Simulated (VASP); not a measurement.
# RhN (wurtzite type) (P6_3mc) in VASP: relaxation of cell and atoms with PBE

Aim: the relaxation of cell and atoms of RhN (wurtzite type) with PBE.

Everything below comes from runs of VASP 6.6.1. Logs are shortened: lines on timing, memory, paths and dates and some standing lists are left out, and cuts for length are marked.

### 1 The cell of the first run

The structure is hexagonal, space group P6_3mc (No. 186). The conventional cell has a = 2.569 Å, b = 2.569 Å, c = 4.188 Å, α = 90.00°, β = 90.00°, γ = 120.00°. Rh (site symmetry 3m) has 4 N at 1.57 Å within 2.1 Å. N (site symmetry 3m) has 4 Rh at 1.57 Å within 2.1 Å.

### 2 Relaxation of cell and atoms, PBE, target pressure 560 GPa, at which the enthalpy is minimised

The input, INCAR:

```
  ALGO = Normal
  EDIFF = 1E-6
  EDIFFG = -0.005
  ENCUT = 600
  GGA = PE
  IBRION = 2
  ISIF = 3
  ISMEAR = -1
  LASPH = T
  LCHARG = F
  LREAL = F
  LWAVE = F
  NELM = 60
  NSW = 60
  PREC = Accurate
  PSTRESS = 5600.0
  SIGMA = 0.08
```

The input, KPOINTS:

```
k-points
0
Gamma
  14 14 8
```

The input, POSCAR:

```
RhN
1.0
    2.5694267508      0.0000000000      0.0000000000
   -1.2847133754      2.2251888394      0.0000000000
    0.0000000000      0.0000000000      4.1881656038
Rh N
2 2
Direct
    0.3333333333      0.6666666667      0.0000000000
    0.6666666667      0.3333333333      0.5000000000
    0.3333333333      0.6666666667      0.3760000000
    0.6666666667      0.3333333333      0.8760000000
```

Potentials or basis: VASP PAW PBE potentials, release 64 (Rh_pv, N).

Run with:

```console
$ cat potpaw_PBE.64/Rh_pv/POTCAR potpaw_PBE.64/N/POTCAR > POTCAR
$ mpirun -np 1 vasp_std > vasp.out
```

OUTCAR:

```text
EDIFF = 1E-6
   EDIFFG = -0.005
   ENCUT = 600
   GGA = PE
   IBRION = 2
   ISIF = 3
   ISMEAR = -1
   LASPH = T
   LREAL = F
   NELM = 60
   NSW = 60
   PREC = Accurate
   PSTRESS = 5600.0

 ion  position               nearest neighbor table
   1  0.333  0.667  0.000-   4 1.57   4 1.57   4 1.57   3 1.57   2 2.57   2 2.57   2 2.57   2 2.57
                             2 2.57   2 2.57
   2  0.667  0.333  0.500-   3 1.57   3 1.57   3 1.57   4 1.57   1 2.57   1 2.57   1 2.57   1 2.57
                             1 2.57   1 2.57
   3  0.333  0.667  0.376-   2 1.57   2 1.57   2 1.57   1 1.57
   4  0.667  0.333  0.876-   1 1.57   1 1.57   1 1.57   2 1.57

  LATTYP: Found a hexagonal cell.
 ALAT       =     2.5694267508
 C/A-ratio  =     1.6300000000

  Lattice vectors:

 A1 = (   2.5694267508,   0.0000000000,   0.0000000000)
 A2 = (  -1.2847133754,   2.2251888394,   0.0000000000)
 A3 = (   0.0000000000,   0.0000000000,   4.1881656038)

Analysis of symmetry for initial positions (statically):
=====================================================================
 Subroutine PRICEL returns:
 Original cell was already a primitive cell.

 Routine SETGRP: Setting up the symmetry group for a
 hexagonal supercell.

 Subroutine GETGRP returns: Found 12 space group operations
 (whereof  6 operations were pure point group operations)
 out of a pool of 24 trial point group operations.

The static configuration has the point symmetry C_3v.
 The point group associated with its full space group is C_6v.

Analysis of symmetry for dynamics (positions and initial velocities):
=====================================================================
 Subroutine PRICEL returns:
 Original cell was already a primitive cell.

 Routine SETGRP: Setting up the symmetry group for a
 hexagonal supercell.

 Subroutine GETGRP returns: Found 12 space group operations
 (whereof  6 operations were pure point group operations)
 out of a pool of 24 trial point group operations.

The dynamic configuration has the point symmetry C_3v.
 The point group associated with its full space group is C_6v.

 Subroutine INISYM returns: Found 12 space group operations
 (whereof  6 operations are pure point group operations),
 and found     1 'primitive' translations

----------------------------------------------------------------------------------------

                                     Primitive cell

  volume of cell :      23.9457

[... 104 lines left out ...]
   NUPDOWN=      -1.0000    fix difference up-down
   EMIN   =  10.00;   EMAX   =-10.00  energy-range for DOS
   EFERMI =   0.00;   METHOD = LEGACY
   ISMEAR =    -1;   SIGMA  =   0.08  broadening in eV -4-tet -1-fermi 0-gaus
   EFERMI_NEDOS =   21; number of points for ismear=-14 and -15
   IALGO  =     38    algorithm
   IMIX   =      4    mixing-type and parameters
     AMIX     =   0.40;   BMIX     =  1.00
     AMIX_MAG =   1.60;   BMIX_MAG =  1.00
  volume/ion in A,a.u.               =       5.99        40.40
  Fermi-wavevector in a.u.,A,eV,Ry     =   1.942462  3.670721 51.336934  3.773158
  Thomas-Fermi vector in A             =   2.971872
   LORBIT       =      0    0 simple, 1 ext, 2 COOP (PROOUT), +10 PAW based schemes
   GGA     = PE    functional components
   LHFCALC =     F    Hartree Fock is set to
   AEXX    =    0.0000 exact exchange contribution
   IVDW    =     0    specifies the selected vdW correction
   LEPSILON=     F    determine dielectric tensor
   LRPA    =     F    only Hartree local field effects (RPA)
 conjugate gradient relaxation of ions
 non-spin polarized calculation
  energy-cutoff  :      600.00
  volume of cell :       23.95
 maximum number of plane-waves:       818
 NGX is ok and might be reduce to    24
   NGX = 11   NGY = 11   NGZ = 17

--------------------------------------- Ionic step        1  -------------------------------------------

 number of electron      40.0000001 magnetization

 Free energy of the ion-electron system (eV)
  ---------------------------------------------------
  ext. energy  EPLUGINS =         0.00000000
  ---------------------------------------------------
  free energy    TOTEN  =         3.48162292 eV

  energy without entropy =        3.51617295  energy(sigma->0) =        3.49889793

------------------------ aborting loop because EDIFF is reached ----------------------------------------

  FORCE on cell =-STRESS in cart. coord.  units (eV):
  Direction    XX          YY          ZZ          XY          YZ          ZX
  --------------------------------------------------------------------------------------
  -------------------------------------------------------------------------------------
  Total      114.0382575    114.0382575    121.9529812      0.0000000     -0.0000000      0.0000000
  in kB     7630.1696646   7630.1696649   8159.7347925      0.0000000     -0.0000000      0.0000000
  external PRESSURE =    2206.6913740 kB  Pullay stress =    5600.0000000 kB
[... 27 lines left out ...]
--------------------------------------- Ionic step        2  -------------------------------------------

 number of electron      40.0000007 magnetization

 E-fermi :   4.6940     XC(G=0): -10.6237

 val. band max:        4.6815018156   @ k =   0.4286   0.0000   0.0000
 cond. band min:       4.6980231073   @ k =   0.2857   0.1429   0.2500
 fundamental gap:      0.0165212917
 Fermi energy:         4.6939627735

 k-point     1 :       0.0000    0.0000    0.0000
  band No.  band energies     occupation
      1     -41.8250      2.00000
      2     -41.8002      2.00000
      3     -41.7705      2.00000
      4     -41.7705      2.00000
      5     -41.7674      2.00000
      6     -41.7674      2.00000
[... 714 lines left out ...]
  energy  without entropy=      -12.4437349286  energy(sigma->0) =      -12.46283648

  enthalpy is  TOTEN    =        86.5605637508 eV   P V=       99.0425017887

[... ionic steps 4 to 42 ...]

--------------------------------------- Ionic step       43  -------------------------------------------

 number of electron      40.0000010 magnetization

------------------------ aborting loop because EDIFF is reached ----------------------------------------
[... 75 lines left out ...]
--------------------------------------- Ionic step       45  -------------------------------------------

 number of electron      40.0000010 magnetization

 Free energy of the ion-electron system (eV)
  ---------------------------------------------------
  ext. energy  EPLUGINS =         0.00000000
  ---------------------------------------------------
  free energy    TOTEN  =        -7.97761067 eV

  energy without entropy =       -7.94383960  energy(sigma->0) =       -7.96072514

 E-fermi :  22.2213     XC(G=0): -16.9619

 val. band max:       22.2034169278   @ k =   0.0714   0.0714   0.0000
 cond. band min:      22.2452550917   @ k =   0.4286   0.0000   0.5000
 fundamental gap:      0.0418381639
 Fermi energy:        22.2212924478

 k-point     1 :       0.0000    0.0000    0.0000
  band No.  band energies     occupation
      1     -29.3473      2.00000
      2     -29.0033      2.00000
      3     -26.6606      2.00000
      4     -26.6606      2.00000
      5     -26.6476      2.00000
      6     -26.6476      2.00000
[... 674 lines left out ...]
  energy  without entropy=       -7.9438396011  energy(sigma->0) =       -7.96072514

  enthalpy is  TOTEN    =        77.4237431981 eV   P V=       85.4013538703

 reached required accuracy - stopping structural energy minimisation
```

OSZICAR:

```text
N       E                     dE             d eps       ncg     rms          rms(c)
DAV:   1     0.550872610081E+03    0.55087E+03   -0.27589E+04  5760   0.228E+03
DAV:   2     0.175579222640E+02   -0.53331E+03   -0.52590E+03  6592   0.656E+02
DAV:   3    -0.488659000409E+01   -0.22445E+02   -0.22225E+02  6296   0.147E+02
DAV:   4    -0.509863626282E+01   -0.21205E+00   -0.21153E+00  6488   0.141E+01
[... 378 lines left out ...]
DAV:   3    -0.797911703505E+01    0.22259E-05   -0.15914E-05  5952   0.410E-02    0.142E-02
DAV:   4    -0.797911665924E+01    0.37581E-06   -0.62429E-06  5072   0.259E-02
  44 F= 0.77423744E+02 E0= 0.77440630E+02  d E =-.423608E-06
       N       E                     dE             d eps       ncg     rms          rms(c)
DAV:   1    -0.797761075399E+01    0.15063E-02   -0.61806E-06  5760   0.314E-02    0.646E-03
DAV:   2    -0.797761067213E+01    0.81857E-07   -0.57902E-07  2880   0.930E-03
  45 F= 0.77423743E+02 E0= 0.77440629E+02  d E =-.899812E-06
```

It took 20 min on 1 thread of Intel Xeon Platinum 8124M at 3.00GHz (Skylake/Cascade Lake), shared host; peak memory 0.24 GiB.

What came out:

```
Free energy                                                : -7.9776 eV
Relaxed volume                                             : 6.11 Å³/atom
Relaxed cell                                               : a = 2.205 Å, b = 2.205 Å, c = 5.804 Å, α = 90.00°, β = 90.00°, γ = 120.00°
Space group after relaxing (to 0.1 Å)                      : P6_3mc (No. 186)
Energy change on relaxing (the run minimises the enthalpy) : -2864.8 meV/atom
Ionic steps                                                : 45
Pressure after relaxing                                    : 560.0 GPa
Largest force after relaxing                               : 0.004 eV/Å
Band gap on the k mesh                                     : zero (bands 20 and 21 overlap by 2.17 eV)
```

Forces on the atoms (eV/Å):
```
Rh   0.000  0.000  0.004
Rh   0.000  0.000  0.004
N    0.000  0.000 -0.004
N    0.000  0.000 -0.004
```

Step by step:
| step | energy change (eV) | largest force (eV/Å) | pressure (GPa) | volume (Å³) |
| --- | --- | --- | --- | --- |
| 1 | 0.0000 | 0.8366 | 780.67 | 23.95 |
| 3 | -15.9636 | 0.8819 | 417.02 | 28.34 |
| 5 | -9.8087 | 1.1186 | 555.90 | 26.31 |
| 7 | -10.3686 | 2.9551 | 546.09 | 26.44 |
| 9 | -8.1204 | 5.3352 | 611.69 | 25.47 |
| 11 | -4.8026 | 4.7630 | 733.94 | 23.31 |
| 13 | -0.6042 | 0.9628 | 852.18 | 21.98 |
| 15 | -0.5585 | 1.8336 | 850.92 | 21.94 |
| 17 | -0.4846 | 2.4003 | 850.80 | 21.92 |
| 19 | -1.1966 | 2.2282 | 831.82 | 22.05 |
| 21 | -4.2356 | 1.5328 | 750.77 | 22.66 |
| 23 | -14.0074 | 0.2033 | 492.03 | 25.21 |
| 25 | -11.3506 | 0.1704 | 562.20 | 24.40 |
| 27 | -11.3463 | 0.0962 | 562.45 | 24.40 |
| 29 | -11.3738 | 0.0113 | 562.00 | 24.41 |
| 31 | -11.4618 | 0.0002 | 559.59 | 24.43 |
| 33 | -11.4579 | 0.0005 | 559.82 | 24.43 |
| 35 | -11.4544 | 0.0225 | 560.09 | 24.43 |
| 37 | -11.4524 | 0.0345 | 560.06 | 24.43 |
| 39 | -11.4535 | 0.0283 | 559.94 | 24.43 |
| 41 | -11.4490 | 0.0011 | 560.21 | 24.43 |
| 43 | -11.4773 | 0.0151 | 559.54 | 24.44 |
| 45 | -11.4592 | 0.0043 | 559.98 | 24.43 |

Final structure:
```
Rh N
1.0
     2.20480    0.00000    0.00000
    -1.10240    1.90941    0.00000
     0.00000    0.00000    5.80389
Rh N
2 2
Direct
  0.33333 0.66667 0.04653
  0.66667 0.33333 0.54653
  0.33333 0.66667 0.32947
  0.66667 0.33333 0.82947
```

Levels at points of the mesh, in eV from the Fermi level:
| k point | band 17 | band 18 | band 19 | band 20 | band 21 | band 22 | band 23 | band 24 |
| --- | --- | --- | --- | --- | --- | --- | --- | --- |
| (0.00, 0.00, 0.00) | -5.06 | -4.33 | -2.88 | -2.88 | 0.17 | 0.17 | 3.86 | 3.86 |
| (0.50, 0.00, 0.00) | -4.86 | -1.80 | -1.14 | 0.91 | 1.06 | 4.37 | 4.46 | 4.65 |
| (0.00, 0.00, 0.50) | -4.24 | -4.24 | -4.24 | -4.24 | 2.21 | 2.21 | 2.21 | 2.21 |
| (0.50, 0.00, 0.50) | -0.89 | -0.89 | 0.73 | 0.73 | 1.98 | 1.98 | 3.41 | 3.41 |

Caveat: the cell is relaxed towards a set pressure, so the run minimises the enthalpy, not the energy; a cell axis changed by over 15 % at a fixed basis, so the end point is rough.
